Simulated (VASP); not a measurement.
Crystal: Fe3Ge.

```
Fe Ge
1.0
     0.00000    2.86061    2.86061
     2.86061    0.00000    2.86061
     2.86061    2.86061    0.00000
Fe Ge
3 1
Direct
  0.50000 0.50000 0.50000
  0.25000 0.25000 0.25000
  0.75000 0.75000 0.75000
  0.00000 0.00000 0.00000
```

```yaml
Program: VASP 6.6.1
Task: relaxation of cell and atoms
Functional: PBEsol
Potentials_or_basis: VASP PAW PBE potentials, release 64 (Fe, Ge_d)
Cutoff: 600 eV
k_mesh: 12 × 12 × 12
Occupations: gaussian, width 0.1 eV
Spin: collinear spin, ferromagnetic start
Starting_moments: "[2.81, 1.71, 1.71, 0.0] μB"
```

At the start: pressure -8.9 GPa; volume 11.70 Å³/atom.

**Question.** Where does the relaxation end?

**Answer.** Over 3 steps the energy falls by 15.5 meV/atom and the volume is 11.18 Å³/atom (-4.5 %); space group Fm-3m (No. 225, to 0.05 Å); moment 5.12 μB per cell.

Step by step:
```tsv
step	energy change (eV)	largest force (eV/Å)	pressure (GPa)	volume (Å³)
1	0.0000	0.0000	-8.86	46.82
2	0.0170	0.0000	12.44	42.57
3	-0.0620	0.0000	0.04	44.73
```

Final structure:
```yaml
crystal:
  lattice:
    - [0.00000, 2.81736, 2.81736]
    - [2.81736, 0.00000, 2.81736]
    - [2.81736, 2.81736, 0.00000]
  atoms:
    - { symbol: Fe, position: [0.50000, 0.50000, 0.50000] }
    - { symbol: Fe, position: [0.25000, 0.25000, 0.25000] }
    - { symbol: Fe, position: [0.75000, 0.75000, 0.75000] }
    - { symbol: Ge, position: [0.00000, 0.00000, 0.00000] }
```

Caveat: the PAW data sets were made with another functional, which shifts forces and pressure a little.
